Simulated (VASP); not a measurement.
The system is Al.

```
Al
1.0
     4.54673    0.00000    0.00000
    -2.27337    3.93758    0.00000
     0.00000    0.00000    2.75393
Al
2
Cartesian
  0.0000 2.6251 1.3770
  2.2734 1.3125 1.3770
```

| Item | Value |
| --- | --- |
| Program | VASP 6.6.1 |
| Task | relaxation of cell and atoms |
| Functional | r2SCAN |
| Dispersion | D4 |
| Potentials or basis | VASP PAW PBE potentials, release 64 (Al) |
| Cutoff | 600 eV |
| k mesh | 7 × 7 × 10 |
| Occupations | fermi-dirac, width 0.05 eV |
| Spin | no spin polarisation |

At the start: pressure -1.5 GPa; volume 24.65 Å³/atom.

**Question.** Where does the relaxation end?

**Answer.** Over 6 steps the energy falls by 4.3 meV/atom and the volume is 23.87 Å³/atom (-3.2 %); space group P6/mmm (No. 191, to 0.05 Å).

Step by step:
| step | energy change (eV) | largest force (eV/Å) | pressure (GPa) | volume (Å³) |
| --- | --- | --- | --- | --- |
| 1 | 0.0000 | 0.0003 | -1.54 | 49.30 |
| 2 | -0.0085 | 0.0000 | 0.09 | 47.63 |
| 3 | -0.0085 | 0.0000 | -0.03 | 47.74 |
| 4 | -0.0085 | 0.0001 | -0.06 | 47.77 |
| 5 | -0.0086 | 0.0000 | -0.02 | 47.73 |
| 6 | -0.0086 | 0.0000 | -0.03 | 47.74 |

Final structure:
```xyz
2
Lattice="4.5055 0.0000 0.0000 -2.2527 3.9019 0.0000 0.0000 0.0000 2.7154" Properties=species:S:1:pos:R:3 pbc="T T T"
Al    0.0000    2.6013    1.3577
Al    2.2528    1.3007    1.3577
```

Caveat: the PAW data sets were made with another functional, which shifts forces and pressure a little; pairwise dispersion overbinds metals, which lowers pressure and volume.
